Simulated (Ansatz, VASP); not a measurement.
## BaHf in VASP and in Ansatz

```
Ba Hf
1.0
     3.94061    0.00000    0.00000
    -1.97031    3.41267    0.00000
     0.00000    0.00000    3.84347
Ba Hf
1 1
Direct
  0.00000 0.00000 0.00000
  0.66667 0.33333 0.50000
```

Alike in both runs: task single point; functional PBE; k mesh 6 × 6 × 6; occupations gaussian, width 0.1 eV; no spin polarisation.

|  | VASP | Ansatz |
| --- | --- | --- |
| version | VASP 6.6.1 | Ansatz 0.2.0 |
| potentials or method | VASP PAW PBE potentials, release 64 (Ba_sv, Hf_pv), cutoff 520 eV | scalar-relativistic, plane waves, PAW |
| valence electrons in the cell | 20 | 36 |

|  | VASP | Ansatz | Ansatz less VASP |
| --- | --- | --- | --- |
| gap on the k mesh at the Fermi level (eV) | none | none | - |
| pressure (GPa) | 16.2 | 14.7 | -1.53 |
| traceless stress, the component that is largest in VASP (GPa) | 7.24 | 7.23 | -0.014 |

A gap of «none» marks a metal or a gap that the smearing closes. VASP's potentials hold 20 valence electrons a cell and Ansatz's 36, so a difference there can come from the potentials and not from the codes.

Spin-orbit coupling is off throughout.
